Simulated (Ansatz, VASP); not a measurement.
NaCl: VASP beside Ansatz

```
CELL_PARAMETERS angstrom
0.00000 3.08727 3.08727
3.08727 0.00000 3.08727
3.08727 3.08727 0.00000
ATOMIC_POSITIONS crystal
Na 0.00000 0.00000 0.00000
Cl 0.25000 0.25000 0.25000
```

Alike in both runs: task single point; functional r2SCAN; k mesh 8 × 8 × 8; no spin polarisation.

```csv
,VASP,Ansatz
version,VASP 6.6.1,Ansatz 0.2.0
potentials or method,"VASP PAW PBE potentials, release 64 (Na_pv, Cl)","plane waves, PAW"
plane-wave cutoff (eV),550,500
occupations,"gaussian, width 0.01 eV",fixed
valence electrons in the cell,14,16
```

Ansatz gave:

```
gap on the k mesh at the Fermi level (eV) : 5.55
pressure (GPa)                            : 0.0
```

Question: Estimate VASP's values.

Answer: gap on the k mesh at the Fermi level (eV): 5.57; pressure (GPa): -0.1.

VASP's potentials were made for PBE, not for r2SCAN. VASP's potentials hold 14 valence electrons a cell and Ansatz's 16, so a difference there can come from the potentials and not from the codes.
